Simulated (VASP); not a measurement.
# Sr2B3 (P-4m2) in VASP: single point with PBE

Aim: the single point of Sr2B3 with PBE.

All numbers are computed with VASP 6.6.1; they aren't measurements. Logs are shortened: lines on timing, memory, paths and dates and some standing lists are left out, and cuts for length are marked.

**1. The cell of the first run**

It takes space group P-4m2 (No. 115, tetragonal). The conventional cell has a = 3.163 Å, b = 3.163 Å, c = 9.321 Å, α = 90.00°, β = 90.00°, γ = 90.00°. Sr (site symmetry 2mm) has 6 B at 2.71 to 2.93 Å and 4 Sr at 3.16 Å within 3.6 Å. B (site symmetry -4m2) has 4 B at 2.24 Å and 4 Sr at 2.93 Å within 3.0 Å. Within 3.0 Å of B (site symmetry -4m2) lie 4 B at 2.24 Å and 4 Sr at 2.93 Å. Within 3.6 Å of B (site symmetry -4m2) lie 4 Sr at 2.71 Å and 4 B at 3.16 Å.

**2. Single point, PBE**

The input, POSCAR:

```
Sr2B3
1.0
    3.1625377780      0.0000000000      0.0000000000
    0.0000000000      3.1625377780      0.0000000000
    0.0000000000      0.0000000000      9.3214020179
Sr B
2 3
Direct
    0.0000000000      0.5000000000      0.7641050800
    0.5000000000      0.0000000000      0.2358949200
    0.5000000000      0.5000000000      0.5000000000
    0.0000000000      0.0000000000      0.5000000000
    0.5000000000      0.5000000000      0.0000000000
```

The input, INCAR.step1:

```
  PREC = Accurate
  ENCUT = 520
  EDIFF = 1E-6
  ISMEAR = 0
  SIGMA = 0.1
  LREAL = False
  LASPH = True
  NELM = 100
  ALGO = Normal
  ISIF = 2
  LWAVE = False
  LCHARG = True
  GGA = PE
  NBANDS = 22
```

The input, KPOINTS.step1:

```
regular mesh
0
Gamma
  12 12 4
```

The input, INCAR.step2:

```
  PREC = Accurate
  ENCUT = 520
  EDIFF = 1E-6
  ISMEAR = -5
  SIGMA = 0.1
  LREAL = False
  LASPH = True
  NELM = 100
  ALGO = Normal
  ISIF = 2
  LWAVE = False
  LCHARG = False
  GGA = PE
  LORBIT = 11
  NEDOS = 2001
  ICHARG = 11
```

The input, KPOINTS.step2:

```
regular mesh
0
Gamma
  18 18 6
```

Potentials or basis: VASP PAW PBE potentials, release 64 (Sr_sv, B).

Run with:

```console
$ cat potpaw_PBE.64/Sr_sv/POTCAR potpaw_PBE.64/B/POTCAR > POTCAR
$ cp INCAR.step1 INCAR
$ cp KPOINTS.step1 KPOINTS
$ mpirun -np 1 vasp_std > vasp.out
$ cp INCAR.step2 INCAR
$ cp KPOINTS.step2 KPOINTS
$ mpirun -np 1 vasp_std > vasp.out
```

OUTCAR:

```text
PREC = Accurate
   ENCUT = 520
   EDIFF = 1E-6
   ISMEAR = -5
   LREAL = False
   LASPH = True
   NELM = 100
   ISIF = 2
   GGA = PE
   LORBIT = 11
   ICHARG = 11

 ion  position               nearest neighbor table
   1  0.000  0.500  0.764-   5 2.71   5 2.71   3 2.93   4 2.93   3 2.93   4 2.93   2 4.93   2 4.93
                             2 4.93   2 4.93
   2  0.500  0.000  0.236-   5 2.71   5 2.71   3 2.93   3 2.93   4 2.93   4 2.93   1 4.93   1 4.93
                             1 4.93   1 4.93
   3  0.500  0.500  0.500-   1 2.93   2 2.93   2 2.93   1 2.93
   4  0.000  0.000  0.500-   1 2.93   2 2.93   1 2.93   2 2.93
   5  0.500  0.500  0.000-   1 2.71   2 2.71   2 2.71   1 2.71

  LATTYP: Found a simple tetragonal cell.
 ALAT       =     3.1625377780
 C/A-ratio  =     2.9474436899

  Lattice vectors:

 A1 = (   3.1625377780,   0.0000000000,   0.0000000000)
 A2 = (   0.0000000000,   3.1625377780,   0.0000000000)
 A3 = (   0.0000000000,   0.0000000000,   9.3214020179)

Analysis of symmetry for initial positions (statically):
=====================================================================
 Subroutine PRICEL returns:
 Original cell was already a primitive cell.

 Routine SETGRP: Setting up the symmetry group for a
 simple tetragonal supercell.

 Subroutine GETGRP returns: Found  8 space group operations
 (whereof  8 operations were pure point group operations)
 out of a pool of 16 trial point group operations.

The static configuration has the point symmetry D_2d.

Analysis of symmetry for dynamics (positions and initial velocities):
=====================================================================
 Subroutine PRICEL returns:
 Original cell was already a primitive cell.

 Routine SETGRP: Setting up the symmetry group for a
 simple tetragonal supercell.

 Subroutine GETGRP returns: Found  8 space group operations
 (whereof  8 operations were pure point group operations)
 out of a pool of 16 trial point group operations.

The dynamic configuration has the point symmetry D_2d.

 Subroutine INISYM returns: Found  8 space group operations
 (whereof  8 operations are pure point group operations),
 and found     1 'primitive' translations

----------------------------------------------------------------------------------------

                                     Primitive cell

  volume of cell :      93.2294
[... 108 lines left out ...]
   NELECT =      29.0000    total number of electrons
   NUPDOWN=      -1.0000    fix difference up-down
   EMIN   =  10.00;   EMAX   =-10.00  energy-range for DOS
   EFERMI =   0.00;   METHOD = LEGACY
   ISMEAR =    -5;   SIGMA  =   0.10  broadening in eV -4-tet -1-fermi 0-gaus
   EFERMI_NEDOS =   21; number of points for ismear=-14 and -15
   IALGO  =     38    algorithm
   IMIX   =      4    mixing-type and parameters
     AMIX     =   0.40;   BMIX     =  1.00
     AMIX_MAG =   1.60;   BMIX_MAG =  1.00
  volume/ion in A,a.u.               =      18.65       125.83
  Fermi-wavevector in a.u.,A,eV,Ry     =   1.109234  2.096149 16.740617  1.230401
  Thomas-Fermi vector in A             =   2.245771
   LORBIT       =     11    0 simple, 1 ext, 2 COOP (PROOUT), +10 PAW based schemes
   GGA     = PE    functional components
   LHFCALC =     F    Hartree Fock is set to
   AEXX    =    0.0000 exact exchange contribution
   IVDW    =     0    specifies the selected vdW correction
   LEPSILON=     F    determine dielectric tensor
   LRPA    =     F    only Hartree local field effects (RPA)
 non-spin polarized calculation
 Fermi weights with tetrahedron method with Bloechl corrections
  energy-cutoff  :      520.00
  volume of cell :       93.23
 maximum number of plane-waves:      2552
 NGX is ok and might be reduce to    24

 number of electron      29.0000001 magnetization

 Free energy of the ion-electron system (eV)
  ---------------------------------------------------
  ext. energy  EPLUGINS =         0.00000000
  ---------------------------------------------------
  free energy    TOTEN  =       -15.98932845 eV

  energy without entropy =      -15.98932845  energy(sigma->0) =      -15.98932845

 E-fermi :   3.3120     XC(G=0):  -9.7007

 val. band max:        3.3275369574   @ k =   0.5000   0.4444   0.5000
 cond. band min:       3.2666548255   @ k =   0.5000   0.2778   0.1667
 fundamental gap:     -0.0608821319
 Fermi energy:         3.3119762899

 k-point     1 :       0.0000    0.0000    0.0000
  band No.  band energies     occupation
      1     -32.0722      2.00000
      2     -32.0701      2.00000
      3     -14.1688      2.00000
      4     -14.0321      2.00000
      5     -13.5934      2.00000
      6     -13.5934      2.00000
[... 481 lines left out ...]
      5     -13.9060      2.00000
      6     -13.8379      2.00000
[... 10 lines left out ...]
     17       4.8618      0.00000
     18       5.5926      0.00000

 [... further k-points ...]

------------------------ aborting loop because EDIFF is reached ----------------------------------------

  FORCE on cell =-STRESS in cart. coord.  units (eV):
  Direction    XX          YY          ZZ          XY          YZ          ZX
  --------------------------------------------------------------------------------------
  -------------------------------------------------------------------------------------
  Total        0.1172315      0.1172315      0.0390915      0.0000000     -0.0000000     -0.0000000
  in kB        2.0146629      2.0146629      0.6718010      0.0000000     -0.0000000     -0.0000000
  external PRESSURE =       1.5670422 kB  Pullay stress =       0.0000000 kB

 VOLUME and BASIS-vectors are now :
 -----------------------------------------------------------------------------
  energy-cutoff  :      520.00
  volume of cell :       93.23
      direct lattice vectors                 reciprocal lattice vectors
     3.162537778  0.000000000  0.000000000     0.316201756  0.000000000  0.000000000
     0.000000000  3.162537778  0.000000000     0.000000000  0.316201756  0.000000000
     0.000000000  0.000000000  9.321402018     0.000000000  0.000000000  0.107279999

 POSITION                                       TOTAL-FORCE (eV/Angst)
 -----------------------------------------------------------------------------------
      0.00000      1.58127      7.12253         0.000000      0.000000     -0.114794
      1.58127      0.00000      2.19887         0.000000     -0.000000      0.114794
      1.58127      1.58127      4.66070         0.000000      0.000000      0.000000
      0.00000      0.00000      4.66070         0.000000     -0.000000      0.000000
      1.58127      1.58127      0.00000         0.000000     -0.000000      0.000000
 -----------------------------------------------------------------------------------
    total drift:                               -0.000000      0.000000     -0.000000

  FREE ENERGIE OF THE ION-ELECTRON SYSTEM (eV)
  ---------------------------------------------------
  free  energy   TOTEN  =       -15.9893284532 eV

  energy  without entropy=      -15.9893284532  energy(sigma->0) =      -15.98932845

 total charge

# of ion       s       p       d       tot
------------------------------------------
    1        2.048   5.763   0.361   8.172
    2        2.048   5.763   0.361   8.172
    3        0.725   0.780   0.000   1.504
    4        0.716   0.798   0.000   1.514
    5        0.819   0.697   0.000   1.516
--------------------------------------------------
tot          6.355  13.800   0.722  20.878
```

OSZICAR.step1:

```text
N       E                     dE             d eps       ncg     rms          rms(c)
DAV:   1     0.135794576248E+03    0.13579E+03   -0.13604E+04  3696   0.117E+03
DAV:   2    -0.560684270926E+01   -0.14140E+03   -0.13601E+03  4462   0.254E+02
DAV:   3    -0.163181917132E+02   -0.10711E+02   -0.10513E+02  6336   0.533E+01
DAV:   4    -0.166465665117E+02   -0.32837E+00   -0.32757E+00  5066   0.848E+00
DAV:   5    -0.166548253851E+02   -0.82589E-02   -0.82583E-02  5626   0.113E+00    0.288E+01
DAV:   6    -0.160488818216E+02    0.60594E+00   -0.12228E+00  4592   0.410E+00    0.200E+01
DAV:   7    -0.162565818807E+02   -0.20770E+00   -0.15039E+00  6004   0.452E+00    0.508E+00
DAV:   8    -0.160628275157E+02    0.19375E+00   -0.18035E+00  4502   0.356E+00    0.208E+00
DAV:   9    -0.160048555881E+02    0.57972E-01   -0.15564E-01  4470   0.140E+00    0.664E-01
DAV:  10    -0.160032225326E+02    0.16331E-02   -0.20304E-02  4846   0.551E-01    0.237E-01
DAV:  11    -0.160030993172E+02    0.12322E-03   -0.21583E-03  4656   0.192E-01    0.951E-02
DAV:  12    -0.160031072300E+02   -0.79128E-05   -0.19986E-04  5612   0.645E-02    0.246E-02
DAV:  13    -0.160031070556E+02    0.17444E-06   -0.27964E-05  4932   0.248E-02    0.105E-02
DAV:  14    -0.160031074687E+02   -0.41315E-06   -0.29949E-06  3842   0.841E-03
   1 F= -.16003107E+02 E0= -.15993741E+02  d E =-.187329E-01
```

Wall time 5.5 min (1 thread of Intel Xeon Platinum 8259CL at 2.50GHz (Skylake/Cascade Lake), shared host); peak memory 0.46 GiB.

What came out:

* Valence electrons inside the program's atomic spheres: Sr 8.17; B 1.50, 1.51, 1.52

Levels at points of the mesh, in eV from the Fermi level:
| k point | band 12 | band 13 | band 14 | band 15 | band 16 | band 17 |
| --- | --- | --- | --- | --- | --- | --- |
| (0.00, 0.00, 0.00) | -0.80 | -0.35 | -0.06 | -0.06 | 0.56 | 0.58 |
| (0.50, 0.00, 0.00) | -2.28 | -0.53 | -0.37 | -0.32 | 1.66 | 2.48 |
| (0.50, 0.50, 0.00) | -3.88 | -3.36 | -1.18 | -1.18 | -0.70 | 0.19 |
| (0.00, 0.00, 0.50) | -1.93 | -0.05 | -0.05 | 0.31 | 0.40 | 0.81 |
| (0.50, 0.00, 0.50) | -1.98 | -1.45 | -0.79 | 0.70 | 1.70 | 2.17 |
| (0.50, 0.50, 0.50) | -3.85 | -3.80 | -1.40 | -1.40 | 0.05 | 0.33 |

Caveat: an odd number of electrons without spin polarisation forces a metal; a magnetic or distorted state may lie lower.
